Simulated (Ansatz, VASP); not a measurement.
**Two plane-wave programs on Ti**

POSCAR

```
Ti
1.0
   -1.5753600000      1.5753600000      1.6410000000
    1.5753600000     -1.5753600000      1.6410000000
    1.5753600000      1.5753600000     -1.6410000000
Ti
1
Direct
    0.0000000000      0.0000000000      0.0000000000
```

The input INCAR.step1:

```
SYSTEM = Ti
PREC = Accurate
ENCUT = 520
ISMEAR = 0
SIGMA = 0.15
LREAL = .FALSE.
LASPH = .TRUE.
NELM = 80
NBANDS = 12
GGA = PE
ALGO = Normal
EDIFF = 1E-4
LWAVE = .TRUE.
LCHARG = .FALSE.
```

The input INCAR.step2:

```
SYSTEM = Ti
PREC = Accurate
ENCUT = 520
EDIFF = 1E-6
ISMEAR = 0
SIGMA = 0.15
LREAL = .FALSE.
LASPH = .TRUE.
NELM = 80
ALGO = Normal
ISIF = 2
LWAVE = .FALSE.
LCHARG = .FALSE.
METAGGA = R2SCAN
LMIXTAU = .TRUE.
NBANDS = 12
ISTART = 1
```

The input KPOINTS:

```
regular mesh
0
G
  20 20 20
  0 0 0
```

Input for Ansatz:

```yaml
crystal:
  lattice:
    - [-1.57536, 1.57536, 1.641]
    - [1.57536, -1.57536, 1.641]
    - [1.57536, 1.57536, -1.641]
  atoms:
    - { symbol: Ti, position: [0.0, 0.0, 0.0] }
basis:
  ecutwfc: 500
kpoints:
  mp_grid: { grid: [20, 20, 20] }
hamiltonian:
  xc: r2scan
scf:
  occupations: { method: gaussian, width: 0.15 }
output:
  forces: true
  stress: true
  eigenvalues: true
```

Change from the starting cell: strain -0.040 along x and y, +0.000 along z, atoms carried along.

Alike in both runs: task single point; functional r2SCAN; k mesh 20 × 20 × 20; occupations gaussian, width 0.15 eV; no spin polarisation.

```csv
,VASP,Ansatz
version,VASP 6.6.1,Ansatz 0.2.0
potentials or method,"VASP PAW PBE potentials, release 64 (Ti_sv), cutoff 520 eV","scalar-relativistic, plane waves, PAW"
valence electrons in the cell,12,12
```

```csv
,VASP,Ansatz,Ansatz less VASP
gap on the k mesh at the Fermi level (eV),none,none,-
pressure (GPa),7.1,6.7,-0.37
"traceless stress, the component that is largest in VASP (GPa)",0.83,0.82,-0.010
```

VASP's potentials were made for PBE, not for r2SCAN. A gap of «none» marks a metal or a gap that the smearing closes.
